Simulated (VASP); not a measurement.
# Te (R-3m) in VASP: notebook

The runs below take Te through single point, with LDA, PBE, PBEsol+D3(BJ).

Program: VASP 6.6.1. These are calculated values, not measurements. Logs are shortened: lines on timing, memory, paths and dates and some standing lists are left out, and cuts for length are marked.

### 1 The cell of the first run

The structure is trigonal, space group R-3m (No. 166). The conventional cell has a = 4.612 Å, b = 4.612 Å, c = 5.073 Å, α = 90.00°, β = 90.00°, γ = 120.00°. Te (site symmetry -3m) has 6 Te at 3.15 Å within 4.2 Å.

### 2 Single point, LDA, non-collinear spin, zero start, spin-orbit coupling

Contents of INCAR:

```
SYSTEM = Te
  PREC = Accurate
  ENCUT = 520
  EDIFF = 1E-6
  ISMEAR = 0
  SIGMA = 0.01
  LREAL = .False.
  LASPH = .True.
  NELM = 150
  ALGO = Normal
  ISIF = 2
  LWAVE = .False.
  LCHARG = .False.
  LNONCOLLINEAR = .True.
  MAGMOM = 0 0 0
  LORBIT = 11
  LSORBIT = .True.
  GGA_COMPAT = .False.
  LORBMOM = .True.
  NBANDS = 17
```

Contents of KPOINTS:

```
regular mesh
0
Gamma
  7 7 7
  0 0 0
```

Contents of POSCAR:

```
Te
1.0
    3.1541904700      0.0000000000      0.0000000000
   -0.2173210954      3.1466949427      0.0000000000
   -0.2173210954     -0.2328476703      3.1380680402
Te
1
Direct
    0.5000000000      0.5000000000      0.5000000000
```

Potentials or basis: VASP PAW LDA potentials, release 64 (Te).

Run with:

```sh
$ cat potpaw_LDA.64/Te/POTCAR > POTCAR
$ mpirun -np 1 vasp_ncl > vasp.out
```

OUTCAR:

```text
SYSTEM = Te
   PREC = Accurate
   ENCUT = 520
   EDIFF = 1E-6
   ISMEAR = 0
   LREAL = .False.
   LASPH = .True.
   NELM = 150
   ISIF = 2
   LNONCOLLINEAR = .True.
   LORBIT = 11
   LSORBIT = .True.

 ion  position               nearest neighbor table
   1  0.500  0.500  0.500-

  LATTYP: Found a trigonal (rhomboedric) cell.
 ALAT       =     3.1541904700
 COS(alpha) =    -0.0688991668

  Lattice vectors:

 A1 = (   3.1541904700,   0.0000000000,   0.0000000000)
 A2 = (  -0.2173210954,   3.1466949427,   0.0000000000)
 A3 = (  -0.2173210954,  -0.2328476703,   3.1380680402)

Analysis of symmetry for initial positions (statically):
=====================================================================
 Subroutine PRICEL returns:
 Original cell was already a primitive cell.

 Routine SETGRP: Setting up the symmetry group for a
 trigonal (rhombohedral) supercell.

 Subroutine GETGRP returns: Found 12 space group operations
 (whereof 12 operations were pure point group operations)
 out of a pool of 12 trial point group operations.

The static configuration has the point symmetry D_3d.

Analysis of symmetry for dynamics (positions and initial velocities):
=====================================================================
 Subroutine PRICEL returns:
 Original cell was already a primitive cell.

 Routine SETGRP: Setting up the symmetry group for a
 trigonal (rhombohedral) supercell.

 Subroutine GETGRP returns: Found 12 space group operations
 (whereof 12 operations were pure point group operations)
 out of a pool of 12 trial point group operations.

The dynamic configuration has the point symmetry D_3d.

Analysis of structural, dynamic, and magnetic symmetry:
=====================================================================
 Subroutine PRICEL returns:
 Original cell was already a primitive cell.

 Routine SETGRP: Setting up the symmetry group for a
 trigonal (rhombohedral) supercell.

 Subroutine GETGRP returns: Found 12 space group operations
 (whereof 12 operations were pure point group operations)
 out of a pool of 12 trial point group operations.

The overall configuration has the point symmetry D_3d.

 Subroutine INISYM returns: Found 12 space group operations
 (whereof 12 operations are pure point group operations),
 and found     1 'primitive' translations

----------------------------------------------------------------------------------------

                                     Primitive cell

  volume of cell :      31.1462

  direct lattice vectors                    reciprocal lattice vectors
     3.154190470  0.000000000  0.000000000     0.317038559  0.021895725  0.023580603
    -0.217321095  3.146694943  0.000000000     0.000000000  0.317793754  0.023580603
    -0.217321095 -0.232847670  3.138068040     0.000000000  0.000000000  0.318667405

  length of vectors
     3.154190470  3.154190470  3.154190470     0.318667405  0.318667405  0.318667405

  position of ions in fractional coordinates (direct lattice)
     0.500000000  0.500000000  0.500000000

  ion indices of the primitive-cell ions
   primitive index   ion index
                 1           1

----------------------------------------------------------------------------------------

 KPOINTS: regular mesh

Automatic generation of k-mesh.
 Grid dimensions read from file:
 generate k-points for:    7    7    7

 Generating k-lattice:

  Cartesian coordinates                     Fractional coordinates (reciprocal lattice)
     0.045291223  0.003127961  0.003368658     0.142857143  0.000000000  0.000000000
     0.000000000  0.045399108  0.003368658     0.000000000  0.142857143 -0.000000000
     0.000000000  0.000000000  0.045523915     0.000000000  0.000000000  0.142857143

  Length of vectors
     0.045523915  0.045523915  0.045523915

  Shift w.r.t. Gamma in fractional coordinates (k-lattice)
     0.000000000  0.000000000  0.000000000

 Subroutine IBZKPT returns following result:
 ===========================================

 Found     44 irreducible k-points:

 Following reciprocal coordinates:
            Coordinates               Weight
  0.000000  0.000000  0.000000      1.000000
  0.142857  0.000000 -0.000000      6.000000
  0.285714 -0.000000 -0.000000      6.000000
  0.428571  0.000000 -0.000000      6.000000
  0.142857  0.142857 -0.000000      6.000000
  0.285714  0.142857 -0.000000     12.000000
[... 16 lines left out ...]
  0.285714  0.285714  0.142857      6.000000
  0.428571  0.285714  0.142857     12.000000
 [... further k-points ...]
   k-points           NKPTS =     44   k-points in BZ     NKDIM =     44   number of bands    NBANDS=     17
   number of dos      NEDOS =    301   number of ions     NIONS =      1
   total plane-waves  NPLWV =  13824
   dimension x,y,z NGX =    24 NGY =   24 NGZ =   24
   dimension x,y,z NGXF=    48 NGYF=   48 NGZF=   48
   ions per type =               1
   NGX,Y,Z   is equivalent  to a cutoff of  12.65, 12.65, 12.65 a.u.
   NGXF,Y,Z  is equivalent  to a cutoff of  25.30, 25.30, 25.30 a.u.
 SYSTEM =  Te
   PREC   = accura    normal or accurate (medium, high low for compatibility)
   ISTART =      0    job   : 0-new  1-cont  2-samecut
   ICHARG =      2    charge: 1-file 2-atom 10-const
   ISPIN  =      1    spin polarized calculation?
   LNONCOLLINEAR =      T non collinear calculations
   LSORBIT =      T    spin-orbit coupling
   LASPH  =      T    aspherical Exc in radial PAW
   ENCUT  =  520.0 eV  38.22 Ry    6.18 a.u.   5.86  5.86  5.86*2*pi/ulx,y,z
   NELM   =    150;   NELMIN=  2; NELMDL= -5     # of ELM steps
   EDIFF  = 0.1E-05   stopping-criterion for ELM
   LREAL  =      F    real-space projection
   EDIFFG = 0.1E-04   stopping-criterion for IOM
   NSW    =      0    number of steps for IOM
   IBRION =     -1    ionic relax: 0-MD 1-quasi-New 2-CG
   NFREE  =      0    steps in history (QN), initial steepest desc. (CG)
   ISIF   =      2    stress and relaxation
   ISYM   =      2    0-nonsym 1-usesym 2-fastsym
   POTIM  = 0.5000    time-step for ionic-motion
   TEBEG  =    0.0;   TEEND  =   0.0 temperature during run
   PSTRESS=    0.0 pullay stress
   NELECT =       6.0000    total number of electrons
   NUPDOWN=      -1.0000    fix difference up-down
   EMIN   =  10.00;   EMAX   =-10.00  energy-range for DOS
   EFERMI =   0.00;   METHOD = LEGACY
   ISMEAR =     0;   SIGMA  =   0.01  broadening in eV -4-tet -1-fermi 0-gaus
   EFERMI_NEDOS =   21; number of points for ismear=-14 and -15
   IALGO  =     38    algorithm
   IMIX   =      4    mixing-type and parameters
     AMIX     =   0.40;   BMIX     =  1.00
     AMIX_MAG =   1.60;   BMIX_MAG =  1.00
  volume/ion in A,a.u.               =      31.15       210.18
  Fermi-wavevector in a.u.,A,eV,Ry     =   0.945490  1.786717 12.162947  0.893951
  Thomas-Fermi vector in A             =   2.073397
   LORBIT       =     11    0 simple, 1 ext, 2 COOP (PROOUT), +10 PAW based schemes
   GGA     = CA    functional components
   LHFCALC =     F    Hartree Fock is set to
   AEXX    =    0.0000 exact exchange contribution
   IVDW    =     0    specifies the selected vdW correction
   LEPSILON=     F    determine dielectric tensor
   LRPA    =     F    only Hartree local field effects (RPA)
 Gauss-broadening in eV      SIGMA  =   0.01
  energy-cutoff  :      520.00
  volume of cell :       31.15
 maximum number of plane-waves:      1700
   NGX = 11   NGY = 11   NGZ = 11

 number of electron       6.0000000 magnetization       0.0000000      0.0000000      0.0000000

 number of electron       5.9999999 magnetization       0.0000000      0.0000000     -0.0000000

 number of electron       5.9999999 magnetization      -0.0000000     -0.0000000      0.0000000

 Free energy of the ion-electron system (eV)
  ---------------------------------------------------
  ext. energy  EPLUGINS =         0.00000000
  ---------------------------------------------------
  free energy    TOTEN  =        -3.87207867 eV

  energy without entropy =       -3.87179828  energy(sigma->0) =       -3.87193848

 E-fermi :   7.0418     XC(G=0):  -9.7072

 val. band max:        7.0397537480   @ k =  -0.1429   0.1429   0.1429
 cond. band min:       7.0442911187   @ k =  -0.2857   0.1429   0.0000
 fundamental gap:      0.0045373708
 Fermi energy:         7.0417648378

 k-point     1 :       0.0000    0.0000    0.0000
  band No.  band energies     occupation
      1      -7.0373      1.00000
      2      -7.0373      1.00000
      3       7.4090      0.00000
      4       7.4090      0.00000
      5       8.4517      0.00000
      6       8.4517      0.00000
[... 9 lines left out ...]
     16      23.5971      0.00000
     17      23.6520      0.00000

 k-point     2 :       0.1429    0.0000   -0.0000
  band No.  band energies     occupation
      1      -6.7851      1.00000
      2      -6.7851      1.00000
      3       5.8658      1.00000
      4       5.8658      1.00000
      5       8.0789      0.00000
      6       8.0789      0.00000
[... 9 lines left out ...]
     16      20.8750      0.00000
     17      21.0901      0.00000

 k-point     3 :       0.2857   -0.0000   -0.0000
  band No.  band energies     occupation
      1      -6.0952      1.00000
      2      -6.0952      1.00000
      3       2.9328      1.00000
      4       2.9328      1.00000
      5       8.5154      0.00000
      6       8.5154      0.00000
[... 9 lines left out ...]
     16      18.8198      0.00000
     17      20.1849      0.00000

 k-point     4 :       0.4286    0.0000   -0.0000
  band No.  band energies     occupation
      1      -5.3149      1.00000
      2      -5.3149      1.00000
      3       0.9152      1.00000
      4       0.9152      1.00000
      5       8.9933      0.00000
      6       8.9933      0.00000
[... 9 lines left out ...]
     16      17.8848      0.00000
     17      18.7196      0.00000
[... 343 lines left out ...]
      1      -6.3074      1.00000
      2      -6.3074      1.00000
      3       5.9143      1.00000
      4       5.9143      1.00000
      5       6.6506      1.00000
      6       6.6506      1.00000
[... 9 lines left out ...]
     16      18.1886      0.00000
     17      18.8381      0.00000

 k-point    23 :       0.2857    0.2857    0.1429
  band No.  band energies     occupation
      1      -4.7442      1.00000
      2      -4.7442      1.00000
      3       3.4745      1.00000
      4       3.4745      1.00000
      5       3.9996      1.00000
      6       3.9996      1.00000
[... 9 lines left out ...]
     16      19.1151      0.00000
     17      21.8647      0.00000

 k-point    24 :       0.4286    0.2857    0.1429
  band No.  band energies     occupation
      1      -4.0103      1.00000
      2      -4.0103      1.00000
      3       1.9060      1.00000
      4       1.9060      1.00000
      5       4.5111      1.00000
      6       4.5111      1.00000
[... 9 lines left out ...]
     16      19.5479      0.00000
     17      22.6889      0.00000

 [... further k-points ...]
[... 5 lines left out ...]
  --------------------------------------------------------------------------------------
  -------------------------------------------------------------------------------------
  Total       -0.2046198     -0.1975092     -0.1886939      0.0514791      0.0594013      0.0554404
  in kB      -10.5257585    -10.1599839     -9.7065214      2.6481116      3.0556377      2.8518840
  external PRESSURE =     -10.1307546 kB  Pullay stress =       0.0000000 kB

 VOLUME and BASIS-vectors are now :
 -----------------------------------------------------------------------------
  energy-cutoff  :      520.00
  volume of cell :       31.15
      direct lattice vectors                 reciprocal lattice vectors
     3.154190470  0.000000000  0.000000000     0.317038559  0.021895725  0.023580603
    -0.217321095  3.146694943  0.000000000     0.000000000  0.317793754  0.023580603
    -0.217321095 -0.232847670  3.138068040     0.000000000  0.000000000  0.318667405

 POSITION                                       TOTAL-FORCE (eV/Angst)
 -----------------------------------------------------------------------------------
      1.35977      1.45692      1.56903        -0.000000      0.000000      0.000000
 -----------------------------------------------------------------------------------
    total drift:                                0.000000     -0.000000     -0.000000

  FREE ENERGIE OF THE ION-ELECTRON SYSTEM (eV)
  ---------------------------------------------------
  free  energy   TOTEN  =        -3.8720786721 eV

  energy  without entropy=       -3.8717982784  energy(sigma->0) =       -3.87193848

 orbital moment (x)

 # of ion     p       d       tot
 ----------------------------------------
  1        -0.000  -0.000  -0.000
 ----------------------------------------
           -0.000  -0.000  -0.000

 orbital moment (y)

 # of ion     p       d       tot
 ----------------------------------------
  1         0.000  -0.000   0.000
 ----------------------------------------
            0.000  -0.000   0.000

 orbital moment (z)

 # of ion     p       d       tot
 ----------------------------------------
  1        -0.000  -0.000  -0.000
 ----------------------------------------
           -0.000  -0.000  -0.000

 Spin-Orbit-Coupling matrix elements

 Ion:    1  E_soc:     -0.2449049
 l=   1
     0.0000000    -0.0406014    -0.0406759
    -0.0406014     0.0000000    -0.0406347
    -0.0406759    -0.0406347     0.0000000
 l=   2
     0.0000000    -0.0000080     0.0000000    -0.0000077    -0.0001720
    -0.0000080     0.0000000    -0.0001287    -0.0000079    -0.0000440
     0.0000000    -0.0001287     0.0000000    -0.0001276     0.0000000
    -0.0000077    -0.0000079    -0.0001276     0.0000000    -0.0000446
    -0.0001720    -0.0000440     0.0000000    -0.0000446     0.0000000
 l=   3
     0.0000000     0.0000000     0.0000000     0.0000000     0.0000000     0.0000000     0.0000000
     0.0000000     0.0000000     0.0000000     0.0000000     0.0000000     0.0000000     0.0000000
     0.0000000     0.0000000     0.0000000     0.0000000     0.0000000     0.0000000     0.0000000
     0.0000000     0.0000000     0.0000000     0.0000000     0.0000000     0.0000000     0.0000000
     0.0000000     0.0000000     0.0000000     0.0000000     0.0000000     0.0000000     0.0000000
     0.0000000     0.0000000     0.0000000     0.0000000     0.0000000     0.0000000     0.0000000
     0.0000000     0.0000000     0.0000000     0.0000000     0.0000000     0.0000000     0.0000000

 total charge

# of ion       s       p       d       tot
------------------------------------------
    1        1.447   1.796   0.050   3.293

 magnetization (x)

# of ion       s       p       d       tot
------------------------------------------
    1        0.000   0.000   0.000   0.000

 magnetization (y)

# of ion       s       p       d       tot
------------------------------------------
    1        0.000   0.000   0.000   0.000

 magnetization (z)

# of ion       s       p       d       tot
------------------------------------------
    1        0.000   0.000   0.000   0.000
```

It took 40 s on 1 thread of Intel Xeon Platinum 8488C (Sapphire Rapids), shared host; peak memory 0.18 GiB.

Results:

* Free energy: -3.8721 eV
* Pressure: -1.0 GPa
* Net moment: 0.00 μB per cell
* Valence electrons inside the program's atomic spheres: Te 3.29

Moments on the atoms (μB; x, y, z):
```
Te  0.00 0.00 0.00
```

### 3 Single point, PBE

Contents of INCAR:

```
PREC = Accurate
ENCUT = 520
EDIFF = 1E-6
ISMEAR = -1
SIGMA = 0.02
LREAL = False
LASPH = True
NELM = 80
ALGO = Normal
ISIF = 2
LWAVE = False
LCHARG = True
GGA = PE
LELF = True
LVHAR = True
NBANDS = 9
```

Contents of KPOINTS:

```
Automatic mesh
0
Gamma
  6 6 6
```

Contents of POSCAR:

```
Te
1.0
    2.3059043427      1.3313144930      1.6909537039
   -2.3059043427      1.3313144930      1.6909537039
    0.0000000000     -2.6626289860      1.6909537039
Te
1
Direct
    0.5000000000      0.5000000000      0.5000000000
```

Potentials or basis: VASP PAW PBE potentials, release 64 (Te).

Run with:

```sh
$ cat potpaw_PBE.64/Te/POTCAR > POTCAR
$ mpirun -np 1 vasp_std > vasp.out
```

OUTCAR:

```text
PREC = Accurate
   ENCUT = 520
   EDIFF = 1E-6
   ISMEAR = -1
   LREAL = False
   LASPH = True
   NELM = 80
   ISIF = 2
   GGA = PE

 ion  position               nearest neighbor table
   1  0.500  0.500  0.500-

  LATTYP: Found a trigonal (rhomboedric) cell.
 ALAT       =     3.1541904739
 COS(alpha) =    -0.0688991668

  Lattice vectors:

 A1 = (   2.3059043427,   1.3313144930,   1.6909537039)
 A2 = (  -2.3059043427,   1.3313144930,   1.6909537039)
 A3 = (   0.0000000000,  -2.6626289860,   1.6909537039)

Analysis of symmetry for initial positions (statically):
=====================================================================
 Subroutine PRICEL returns:
 Original cell was already a primitive cell.

 Routine SETGRP: Setting up the symmetry group for a
 trigonal (rhombohedral) supercell.

 Subroutine GETGRP returns: Found 12 space group operations
 (whereof 12 operations were pure point group operations)
 out of a pool of 12 trial point group operations.
[... 154 lines left out ...]
  ext. energy  EPLUGINS =         0.00000000
  ---------------------------------------------------
  free energy    TOTEN  =        -2.96935236 eV

  energy without entropy =       -2.96864364  energy(sigma->0) =       -2.96899800

 E-fermi :   7.0458     XC(G=0):  -9.5130

 val. band max:        6.9918575271   @ k =  -0.3333   0.1667   0.1667
 cond. band min:       7.0971228066   @ k =  -0.3333   0.1667   0.1667
 fundamental gap:      0.1052652794
 Fermi energy:         7.0458341038

 k-point     1 :       0.0000    0.0000    0.0000
  band No.  band energies     occupation
      1      -6.8997      2.00000
      2       8.0272      0.00000
      3       8.5176      0.00000
      4       8.5176      0.00000
      5      13.1397      0.00000
      6      13.1397      0.00000
      7      13.7933      0.00000
      8      23.9015      0.00000
      9      24.0906      0.00000
[... 265 lines left out ...]
 k-point    24 :      -0.3333    0.5000    0.1667
  band No.  band energies     occupation
      1      -3.4957      2.00000
      2       2.1453      2.00000
      3       4.3622      2.00000
      4       8.4320      0.00000
      5      10.9483      0.00000
      6      15.2511      0.00000
      7      16.3510      0.00000
      8      19.6090      0.00000
      9      20.0601      0.00000

 [... further k-points ...]
[... 5 lines left out ...]
  --------------------------------------------------------------------------------------
  -------------------------------------------------------------------------------------
  Total        0.2697025      0.2697025      0.5649606      0.0000000     -0.0000000      0.0000000
  in kB       13.8736453     13.8736453     29.0618871      0.0000000     -0.0000000      0.0000000
  external PRESSURE =      18.9363926 kB  Pullay stress =       0.0000000 kB

 VOLUME and BASIS-vectors are now :
 -----------------------------------------------------------------------------
  energy-cutoff  :      520.00
  volume of cell :       31.15
      direct lattice vectors                 reciprocal lattice vectors
     2.305904343  1.331314493  1.690953704     0.216834667  0.125189553  0.197127415
    -2.305904343  1.331314493  1.690953704    -0.216834667  0.125189553  0.197127415
     0.000000000 -2.662628986  1.690953704     0.000000000 -0.250379107  0.197127415

 POSITION                                       TOTAL-FORCE (eV/Angst)
 -----------------------------------------------------------------------------------
      0.00000      0.00000      2.53643         0.000000      0.000000     -0.000000
 -----------------------------------------------------------------------------------
    total drift:                                0.000000      0.000000     -0.000000

  FREE ENERGIE OF THE ION-ELECTRON SYSTEM (eV)
  ---------------------------------------------------
  free  energy   TOTEN  =        -2.9693523641 eV

  energy  without entropy=       -2.9686436428  energy(sigma->0) =       -2.96899800
```

Wall time 2.5 s (1 thread of Intel Xeon 6975P-C (Granite Rapids), shared host); peak memory 0.13 GiB.

Results:

```yaml
Free_energy: -2.9694 eV
Pressure: 1.9 GPa
Band_gap_on_the_k_mesh: zero (band 3 reaches 9.53 eV, above the bottom of band 4 at 4.59 eV)
```

Stress tensor (GPa, compression positive):
```
1.39 0.00 0.00
0.00 1.39 0.00
0.00 0.00 2.91
```

Caveat: spin-orbit coupling is left out, which moves the levels of the heavy elements.

(Part 1 of 2 ends here.)
